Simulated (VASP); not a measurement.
Input of a VASP 6.6.1 run:

The input INCAR:

```
SYSTEM = Ca
ALGO = Normal
EDIFF = 1E-6
ENCUT = 520
GGA = PS
ISIF = 2
ISMEAR = -1
LASPH = .TRUE.
LCHARG = .FALSE.
LREAL = .FALSE.
LWAVE = .FALSE.
NBANDS = 11
NELM = 80
PREC = Accurate
SIGMA = 0.1
```

Contents of KPOINTS:

```
k-points
0
G
  16 16 16
  0 0 0
```

Contents of POSCAR:

```
Ca
1.0
    0.0000000000      2.8330122053      2.8330122053
    2.8330122053      0.0000000000      2.8330122053
    2.8330122053      2.8330122053      0.0000000000
Ca
1
Direct
    0.0000000000      0.0000000000      0.0000000000
```

Potentials or basis: VASP PAW PBE potentials, release 64 (Ca_sv).

Launch:

```bash
$ cat potpaw_PBE.64/Ca_sv/POTCAR > POTCAR
$ mpirun -np 1 vasp_std > vasp.out
```

Q: Estimate the pressure.

A: -1.7 GPa.

Q: What does it give for the band gap on the k mesh?

A: Zero (band 5 reaches 1.85 eV, above the bottom of band 6 at 1.40 eV).

Caveat: the PAW data sets were made with another functional, which shifts forces and pressure a little.
